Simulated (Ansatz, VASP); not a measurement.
**Two plane-wave programs on N**

```xyz
2
Lattice="9.0000 0.0000 0.0000 0.0000 9.5000 0.0000 0.0000 0.0000 10.0000" Properties=species:S:1:pos:R:3 pbc="T T T"
N     4.5000    4.7500    4.4489
N     4.5000    4.7500    5.5511
```

Alike in both runs: functional PBE; k mesh 1 × 1 × 1; occupations fermi-dirac, width 0.05 eV; no spin polarisation.

Ansatz relaxed the structure, and its values are those at the end. VASP's run is a single point on that final structure, the one shown.

|  | VASP | Ansatz |
| --- | --- | --- |
| version | VASP 6.6.1 | Ansatz 0.2.0 |
| potentials or method | VASP PAW PBE potentials, release 64 (N_h), cutoff 1000 eV | plane waves, PAW |
| valence electrons in the cell | 10 | 10 |

VASP gave:

- rms of the force components (eV/Å): 0.036

Question: What did Ansatz give for the same quantities?

Answer: rms of the force components (eV/Å): 0.004.

The functional is the same, so the differences come from potentials, cutoffs and numerics. Ansatz's warnings: stress scf threshold loose.
